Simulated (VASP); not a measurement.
The system is Al2Cu.

```xyz
3
Lattice="-2.0029 2.0029 2.8126 2.0029 -2.0029 2.8126 2.0029 2.0029 -2.8126" Properties=species:S:1:pos:R:3 pbc="T T T"
Cu    0.0000    0.0000    2.8126
Al    2.0029    0.0000    1.4063
Al    0.0000    2.0029    1.4063
```

This cell differs from its parent crystal: volume scaled by 0.96.

Base run:

| Quantity | Value |
| --- | --- |
| Program | VASP 6.6.1 |
| Functional | LDA |
| Potentials or basis | VASP PAW LDA potentials, release 64 (Cu, Al) |
| Cutoff | 520 eV |
| k mesh | 9 × 9 × 9 |
| Occupations | fermi-dirac, width 0.05 eV |
| Spin | no spin polarisation |

Its results: pressure 2.0 GPa.

The run is repeated on the same cell with these changes: further incar settings from ALGO = Normal; EDIFF = 1e-06; NBANDS = 16 to ALGO = Normal; EDIFF = 1e-07; NBANDS = 16. What comes out?

Pressure 1.5 GPa.
